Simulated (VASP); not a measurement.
A run of VASP 6.6.1:

INCAR

```
SYSTEM = Re
ALGO     = Normal         ! electronic algorithm
EDIFF    = 1E-6           ! SCF threshold, eV
ENCUT    = 520            ! plane-wave cutoff, eV
GGA      = PS             ! functional
ISIF     = 2              ! what is computed and relaxed
ISMEAR   = 0              ! smearing method
LASPH    = .TRUE.         ! aspherical terms in the spheres
LCHARG   = .FALSE.        ! write CHGCAR
LREAL    = .FALSE.        ! projectors in reciprocal space
LWAVE    = .FALSE.        ! write WAVECAR
NBANDS   = 10             ! bands
NELM     = 80             ! most SCF steps
PREC     = Accurate       ! precision mode
SIGMA    = 0.1            ! smearing width, eV
```

KPOINTS

```
k-points
0
G
  20 20 20
  0 0 0
```

The input POSCAR:

```
Re
1.0
   -1.5425090433      1.5425090433      1.5425090433
    1.5425090433     -1.5425090433      1.5425090433
    1.5425090433      1.5425090433     -1.5425090433
Re
1
Direct
    0.0000000000      0.0000000000      0.0000000000
```

Potentials or basis: VASP PAW PBE potentials, release 64 (Re).

Run with:

```console
$ cat potpaw_PBE.64/Re/POTCAR > POTCAR
$ mpirun -np 1 vasp_std > vasp.out
```

Hardware: 1 thread of AMD EPYC 7R13 Processor (Zen 3), with other jobs on the host.

Task: Estimate the wall time of this run.

Result: It took 28 s on 1 thread of AMD EPYC 7R13 Processor (Zen 3), on a shared host, peak memory 0.13 GiB. Counts: scf iterations 11, k points 256.
